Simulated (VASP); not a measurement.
# Ta (P6/mmm) in VASP: a series of runs, part 2 of 2

VASP 6.6.1. Earlier steps stand in the parts before.

## 4. Relaxation of shape and atoms at fixed volume, PBE

This run uses another cell than the first one, of 12.68 Å³/atom, 0.680 times its volume.

Input file INCAR:

```
SYSTEM = Ta
ALGO = Normal
EDIFF = 1E-6
EDIFFG = -0.005
ENCUT = 600
GGA = PE
IBRION = 2
ISIF = 4
ISMEAR = -1
LASPH = .True.
LCHARG = .False.
LREAL = .False.
LWAVE = .False.
NELM = 100
NSW = 50
PREC = Accurate
SIGMA = 0.05
```

Input file KPOINTS:

```
k-points
0
Gamma
  9 9 12
  0 0 0
```

Input file POSCAR:

```
Ta
1.0
    4.2767151709      0.0000000000      0.0000000000
   -2.1383575854      3.7037439827      0.0000000000
    0.0000000000      0.0000000000      2.4010026998
Ta
3
Direct
    0.0000000000      0.0000000000      0.0000000000
    0.3333333333      0.6666666667      0.5000000000
    0.6666666667      0.3333333333      0.5000000000
```

Potentials or basis: VASP PAW PBE potentials, release 64 (Ta_pv).

Launch:

```console
$ cat potpaw_PBE.64/Ta_pv/POTCAR > POTCAR
$ mpirun -np 1 vasp_std > vasp.out
```

OUTCAR:

```text
SYSTEM = Ta
   EDIFF = 1E-6
   EDIFFG = -0.005
   ENCUT = 600
   GGA = PE
   IBRION = 2
   ISIF = 4
   ISMEAR = -1
   LASPH = .True.
   LREAL = .False.
   NELM = 100
   NSW = 50
   PREC = Accurate

 ion  position               nearest neighbor table
   1  0.000  0.000  0.000-   2 2.75   3 2.75   2 2.75   3 2.75   2 2.75   2 2.75   3 2.75   3 2.75
                             3 2.75   3 2.75   2 2.75   2 2.75
   2  0.333  0.667  0.500-   3 2.47   3 2.47   3 2.47   1 2.75   1 2.75   1 2.75   1 2.75   1 2.75
                             1 2.75   3 3.44   3 3.44   3 3.44   3 3.44   3 3.44   3 3.44
   3  0.667  0.333  0.500-   2 2.47   2 2.47   2 2.47   1 2.75   1 2.75   1 2.75   1 2.75   1 2.75
                             1 2.75   2 3.44   2 3.44   2 3.44   2 3.44   2 3.44   2 3.44

  LATTYP: Found a hexagonal cell.
 ALAT       =     4.2767151709
 C/A-ratio  =     0.5614128142

  Lattice vectors:

 A1 = (   4.2767151709,   0.0000000000,   0.0000000000)
 A2 = (  -2.1383575854,   3.7037439827,   0.0000000000)
 A3 = (   0.0000000000,   0.0000000000,   2.4010026998)

Analysis of symmetry for initial positions (statically):
=====================================================================
 Subroutine PRICEL returns:
 Original cell was already a primitive cell.

 Routine SETGRP: Setting up the symmetry group for a
 hexagonal supercell.

 Subroutine GETGRP returns: Found 24 space group operations
 (whereof 24 operations were pure point group operations)
 out of a pool of 24 trial point group operations.

The static configuration has the point symmetry D_6h.

Analysis of symmetry for dynamics (positions and initial velocities):
=====================================================================
 Subroutine PRICEL returns:
 Original cell was already a primitive cell.

 Routine SETGRP: Setting up the symmetry group for a
 hexagonal supercell.

 Subroutine GETGRP returns: Found 24 space group operations
 (whereof 24 operations were pure point group operations)
 out of a pool of 24 trial point group operations.

The dynamic configuration has the point symmetry D_6h.

 Subroutine INISYM returns: Found 24 space group operations
 (whereof 24 operations are pure point group operations),
 and found     1 'primitive' translations

----------------------------------------------------------------------------------------

                                     Primitive cell

  volume of cell :      38.0315

  direct lattice vectors                    reciprocal lattice vectors
     4.276715171  0.000000000  0.000000000     0.233824316  0.134998532  0.000000000
    -2.138357585  3.703743983  0.000000000     0.000000000  0.269997064  0.000000000
     0.000000000  0.000000000  2.401002700     0.000000000  0.000000000  0.416492660

  length of vectors
     4.276715171  4.276715171  2.401002700     0.269997064  0.269997064  0.416492660

  position of ions in fractional coordinates (direct lattice)
     0.000000000  0.000000000  0.000000000
     0.333333333  0.666666667  0.500000000
     0.666666667  0.333333333  0.500000000

  ion indices of the primitive-cell ions
   primitive index   ion index
                 1           1
                 2           2
                 3           3

----------------------------------------------------------------------------------------

 KPOINTS: k-points
[... 29 lines left out ...]
  0.444444  0.000000  0.000000      6.000000
  0.111111  0.111111  0.000000      6.000000
[... 16 lines left out ...]
  0.333333  0.222222  0.083333     24.000000
  0.333333  0.333333  0.083333      4.000000
 [... further k-points ...]
   k-points           NKPTS =     84   k-points in BZ     NKDIM =     84   number of bands    NBANDS=     20
   number of dos      NEDOS =    301   number of ions     NIONS =      3
   total plane-waves  NPLWV =  25920
   dimension x,y,z NGX =    36 NGY =   36 NGZ =   20
   dimension x,y,z NGXF=    72 NGYF=   72 NGZF=   40
   ions per type =               3
   NGX,Y,Z   is equivalent  to a cutoff of  13.99, 13.99, 13.85 a.u.
   NGXF,Y,Z  is equivalent  to a cutoff of  27.99, 27.99, 27.70 a.u.
 SYSTEM =  Ta
   PREC   = accura    normal or accurate (medium, high low for compatibility)
   ISTART =      0    job   : 0-new  1-cont  2-samecut
   ICHARG =      2    charge: 1-file 2-atom 10-const
   ISPIN  =      1    spin polarized calculation?
   LNONCOLLINEAR =      F non collinear calculations
   LSORBIT =      F    spin-orbit coupling
   LASPH  =      T    aspherical Exc in radial PAW
   ENCUT  =  600.0 eV  44.10 Ry    6.64 a.u.   8.54  8.54  4.80*2*pi/ulx,y,z
   NELM   =    100;   NELMIN=  2; NELMDL= -5     # of ELM steps
   EDIFF  = 0.1E-05   stopping-criterion for ELM
   LREAL  =      F    real-space projection
   EDIFFG = -.5E-02   stopping-criterion for IOM
   NSW    =     50    number of steps for IOM
   IBRION =      2    ionic relax: 0-MD 1-quasi-New 2-CG
   NFREE  =      1    steps in history (QN), initial steepest desc. (CG)
   ISIF   =      4    stress and relaxation
   ISYM   =      2    0-nonsym 1-usesym 2-fastsym
   POTIM  = 0.5000    time-step for ionic-motion
   TEBEG  =    0.0;   TEEND  =   0.0 temperature during run
   PSTRESS=    0.0 pullay stress
   NELECT =      33.0000    total number of electrons
   NUPDOWN=      -1.0000    fix difference up-down
   EMIN   =  10.00;   EMAX   =-10.00  energy-range for DOS
   EFERMI =   0.00;   METHOD = LEGACY
   ISMEAR =    -1;   SIGMA  =   0.05  broadening in eV -4-tet -1-fermi 0-gaus
   EFERMI_NEDOS =   21; number of points for ismear=-14 and -15
   IALGO  =     38    algorithm
   IMIX   =      4    mixing-type and parameters
     AMIX     =   0.40;   BMIX     =  1.00
     AMIX_MAG =   1.60;   BMIX_MAG =  1.00
  volume/ion in A,a.u.               =      12.68        85.55
  Fermi-wavevector in a.u.,A,eV,Ry     =   1.561462  2.950736 33.173242  2.438164
  Thomas-Fermi vector in A             =   2.664524
   LORBIT       =      0    0 simple, 1 ext, 2 COOP (PROOUT), +10 PAW based schemes
   GGA     = PE    functional components
   LHFCALC =     F    Hartree Fock is set to
   AEXX    =    0.0000 exact exchange contribution
   IVDW    =     0    specifies the selected vdW correction
   LEPSILON=     F    determine dielectric tensor
   LRPA    =     F    only Hartree local field effects (RPA)
 conjugate gradient relaxation of ions
 non-spin polarized calculation
  energy-cutoff  :      600.00
  volume of cell :       38.03
 maximum number of plane-waves:      1294
 NGX is ok and might be reduce to    36
   NGX = 17   NGY = 17   NGZ =  9

--------------------------------------- Ionic step        1  -------------------------------------------

 number of electron      32.9999997 magnetization

 Free energy of the ion-electron system (eV)
  ---------------------------------------------------
  ext. energy  EPLUGINS =         0.00000000
  ---------------------------------------------------
  free energy    TOTEN  =       -28.64945586 eV

  energy without entropy =      -28.63540601  energy(sigma->0) =      -28.64243094

------------------------ aborting loop because EDIFF is reached ----------------------------------------

  FORCE on cell =-STRESS in cart. coord.  units (eV):
  Direction    XX          YY          ZZ          XY          YZ          ZX
  --------------------------------------------------------------------------------------
  -------------------------------------------------------------------------------------
  Total       34.5738971     34.5738971     37.9810218      0.0000000     -0.0000000      0.0000000
  in kB     1456.5150721   1456.5150721   1600.0490333      0.0000000     -0.0000000      0.0000000
  external PRESSURE =    1504.3597258 kB  Pullay stress =       0.0000000 kB
[... 98 lines left out ...]
--------------------------------------- Ionic step        4  -------------------------------------------

 number of electron      33.0000003 magnetization

 Free energy of the ion-electron system (eV)
  ---------------------------------------------------
  ext. energy  EPLUGINS =         0.00000000
  ---------------------------------------------------
  free energy    TOTEN  =       -28.66745472 eV

  energy without entropy =      -28.65315142  energy(sigma->0) =      -28.66030307

 E-fermi :   9.1676     XC(G=0): -14.5216

 val. band max:        9.1652698860   @ k =   0.4444   0.0000   0.1667
 cond. band min:       9.1784351698   @ k =   0.3333   0.3333   0.0000
 fundamental gap:      0.0131652838
 Fermi energy:         9.1676385167

 k-point     1 :       0.0000    0.0000    0.0000
  band No.  band energies     occupation
      1     -25.7787      2.00000
      2     -25.7787      2.00000
      3     -25.0463      2.00000
      4     -25.0463      2.00000
      5     -23.2815      2.00000
      6     -23.0743      2.00000
[... 541 lines left out ...]
     19      11.7707      0.00000
     20      11.7707      0.00000

 [... further k-points ...]
[... 5 lines left out ...]
  --------------------------------------------------------------------------------------
  -------------------------------------------------------------------------------------
  Total       35.5859286     35.5859286     35.6059060      0.0000000     -0.0000000     -0.0000000
  in kB     1499.1495225   1499.1495225   1499.9911225      0.0000000     -0.0000000     -0.0000000
  external PRESSURE =    1499.4300558 kB  Pullay stress =       0.0000000 kB
[... 18 lines left out ...]
  FREE ENERGIE OF THE ION-ELECTRON SYSTEM (eV)
  ---------------------------------------------------
  free  energy   TOTEN  =       -28.6674547185 eV

  energy  without entropy=      -28.6531514205  energy(sigma->0) =      -28.66030307

 reached required accuracy - stopping structural energy minimisation
```

CONTCAR:

```text
Ta
   1.00000000000000
     4.2541115675222052    0.0000000000093388    0.0000000000000000
    -2.1270557837032791    3.6841686879372748    0.0000000000000000
     0.0000000000000000   -0.0000000000000000    2.4265852418934197
  Ta
     3
Direct
     0.0000000000000000    0.0000000000000000    0.0000000000000000
     0.3333333332999970    0.6666666667000030    0.5000000000000000
     0.6666666667000030    0.3333333332999970    0.5000000000000000

  0.00000000E+00  0.00000000E+00  0.00000000E+00
  0.00000000E+00  0.00000000E+00  0.00000000E+00
  0.00000000E+00  0.00000000E+00  0.00000000E+00
```

Run time: 1.9 min. Hardware: 1 thread of Intel Xeon Platinum 8488C (Sapphire Rapids), shared host; peak memory 0.21 GiB.

Results:

| Quantity | Value |
| --- | --- |
| Free energy | -28.6675 eV |
| Energy gained by relaxing | 6.0 meV/atom |
| Ionic steps | 4 |
| Pressure after relaxing | 149.9 GPa |

The path:
| step | energy change (eV) | largest force (eV/Å) | pressure (GPa) | volume (Å³) |
| --- | --- | --- | --- | --- |
| 1 | 0.0000 | 0.0000 | 150.44 | 38.03 |
| 2 | 0.0766 | 0.0000 | 149.63 | 38.03 |
| 3 | -0.0180 | 0.0000 | 149.94 | 38.03 |
| 4 | -0.0180 | 0.0000 | 149.94 | 38.03 |

Final structure:
```cif
data_structure
_symmetry_space_group_name_H-M 'P 1'
_symmetry_Int_Tables_number 1
_cell_length_a 4.2541
_cell_length_b 4.2541
_cell_length_c 2.4266
_cell_angle_alpha 90.000
_cell_angle_beta 90.000
_cell_angle_gamma 120.000
_cell_volume 38.03
loop_
_atom_site_label
_atom_site_type_symbol
_atom_site_fract_x
_atom_site_fract_y
_atom_site_fract_z
_atom_site_occupancy
Ta1 Ta 0.00000 0.00000 0.00000 1
Ta2 Ta 0.33333 0.66667 0.50000 1
Ta3 Ta 0.66667 0.33333 0.50000 1
```

Caveat: spin-orbit coupling is left out, which moves the levels of the heavy elements.

## 5. Relaxation of shape and atoms at fixed volume, PBE

This run uses another cell than the first one, of 15.66 Å³/atom, 0.840 times its volume.

Input file INCAR:

```
  PREC = Accurate
  ENCUT = 600
  EDIFF = 1E-6
  ISMEAR = -1
  SIGMA = 0.05
  LREAL = F
  LASPH = T
  NELM = 100
  ALGO = Normal
  ISIF = 4
  LWAVE = F
  LCHARG = F
  GGA = PE
  IBRION = 2
  NSW = 50
  EDIFFG = -0.005
```

Input file KPOINTS:

```
Automatic mesh
0
Gamma
  9 9 12
```

Input file POSCAR:

```
Ta
1.0
    4.5888139686      0.0000000000      0.0000000000
   -2.2944069843      3.9740294701      0.0000000000
    0.0000000000      0.0000000000      2.5762189642
Ta
3
Direct
    0.0000000000      0.0000000000      0.0000000000
    0.3333333333      0.6666666667      0.5000000000
    0.6666666667      0.3333333333      0.5000000000
```

Launch:

```console
$ cat potpaw_PBE.64/Ta_pv/POTCAR > POTCAR
$ mpirun -np 1 vasp_std > vasp.out
```

It took 2.6 min on 1 thread of Intel Xeon Platinum 8488C (Sapphire Rapids), shared host; peak memory 0.24 GiB.

Results (log left out):

```
Free energy               : -33.6752 eV
Energy gained by relaxing : 1.3 meV/atom
Ionic steps               : 3
Pressure after relaxing   : 44.8 GPa
```

The path:
| step | energy change (eV) | largest force (eV/Å) | pressure (GPa) | volume (Å³) |
| --- | --- | --- | --- | --- |
| 1 | 0.0000 | 0.0000 | 44.96 | 46.98 |
| 2 | 0.0053 | 0.0000 | 44.65 | 46.98 |
| 3 | -0.0040 | 0.0000 | 44.80 | 46.98 |

Final structure:
```
Ta
1.0
     4.57549    0.00000    0.00000
    -2.28774    3.96249    0.00000
     0.00000    0.00000    2.59125
Ta
3
Direct
  0.00000 0.00000 0.00000
  0.33333 0.66667 0.50000
  0.66667 0.33333 0.50000
```

Levels at points of the mesh, in eV from the Fermi level:
| k point | band 15 | band 16 | band 17 | band 18 | band 19 | band 20 |
| --- | --- | --- | --- | --- | --- | --- |
| (0.00, 0.00, 0.00) | -1.48 | -1.48 | -0.82 | 1.06 | 1.06 | 3.64 |
| (0.00, 0.00, 0.50) | -1.79 | 0.08 | 0.08 | 1.66 | 1.66 | 5.45 |

Caveat: spin-orbit coupling is left out, which moves the levels of the heavy elements.

## 6. The runs side by side

```tsv
task	cell	cutoff (eV)	gap on the mesh (eV)	pressure (GPa)
single point	a = 4.863, b = 4.863, c = 2.730 Å, angles 90.0, 90.0, 120.0°, 3 atoms	520	none	0.1
relaxation of shape and atoms at fixed volume	relaxed from a = 4.277, b = 4.277, c = 2.401 Å, angles 90.0, 90.0, 120.0°, 3 atoms	600	none	149.9
relaxation of shape and atoms at fixed volume	relaxed from a = 4.589, b = 4.589, c = 2.576 Å, angles 90.0, 90.0, 120.0°, 3 atoms	600	none	44.8
```

Alike in all rows: level PBE; potentials or basis VASP PAW PBE potentials, release 64 (Ta_pv); no spin polarisation; k mesh 9 × 9 × 12; smearing fermi-dirac 0.05 eV.

Caveats: spin-orbit coupling is left out, which moves the levels of the heavy elements.

Absolute energies hang on the potentials; compare differences alone.
